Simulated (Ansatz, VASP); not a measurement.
**W: VASP beside Ansatz**

The input INCAR:

```
SYSTEM = W
PREC     = Accurate       ! precision mode
ENCUT    = 520            ! plane-wave cutoff, eV
EDIFF    = 1E-6           ! SCF threshold, eV
ISMEAR   = 0              ! smearing method
SIGMA    = 0.15           ! smearing width, eV
LREAL    = .FALSE.        ! projectors in reciprocal space
LASPH    = .TRUE.         ! aspherical terms in the spheres
NELM     = 100            ! most SCF steps
ALGO     = Normal         ! electronic algorithm
ISIF     = 2              ! what is computed and relaxed
LWAVE    = .FALSE.        ! write WAVECAR
LCHARG   = .FALSE.        ! write CHGCAR
GGA      = CA             ! functional
NBANDS   = 13             ! bands
```

Contents of KPOINTS:

```
Automatic mesh
0
G
  22 22 22
  0 0 0
```

File POSCAR:

```
W
1.0
    0.0000000000      1.9431493114      1.9431493114
    1.9431493114      0.0000000000      1.9431493114
    1.9431493114      1.9431493114      0.0000000000
W
1
Direct
    0.0000000000      0.0000000000      0.0000000000
```

Input for Ansatz:

```yaml
crystal:
  lattice:
    - [0.0, 1.9431493114, 1.9431493114]
    - [1.9431493114, 0.0, 1.9431493114]
    - [1.9431493114, 1.9431493114, 0.0]
  atoms:
    - { symbol: W, position: [0.0, 0.0, 0.0] }
basis:
  ecutwfc: 420
kpoints:
  mp_grid: { grid: [22, 22, 22] }
hamiltonian:
  xc: lda
  pseudopotentials: { kind: paw, azcp: { folder: soft_1 } }
scf:
  occupations: { method: gaussian, width: 0.15 }
output:
  forces: true
  stress: true
  eigenvalues: true
```

Alike in both runs: task single point; functional LDA; k mesh 22 × 22 × 22; occupations gaussian, width 0.15 eV; no spin polarisation.

|  | VASP | Ansatz |
| --- | --- | --- |
| version | VASP 6.6.1 | Ansatz 0.2.0 |
| potentials or method | VASP PAW LDA potentials, release 64 (W_sv), cutoff 520 eV | scalar-relativistic, plane waves, PAW |
| valence electrons in the cell | 14 | 14 |

|  | VASP | Ansatz | Ansatz less VASP |
| --- | --- | --- | --- |
| gap on the k mesh at the Fermi level (eV) | none | none | - |
| pressure (GPa) | 26.0 | 23.7 | -2.30 |

Ansatz warns that its potentials were made for another functional, while VASP's fit it. LDA's correlation is that of Perdew and Zunger in VASP and of Perdew and Wang (1992) in Ansatz. A gap of «none» marks a metal or a gap that the smearing closes.

Neither program's run includes spin-orbit coupling.
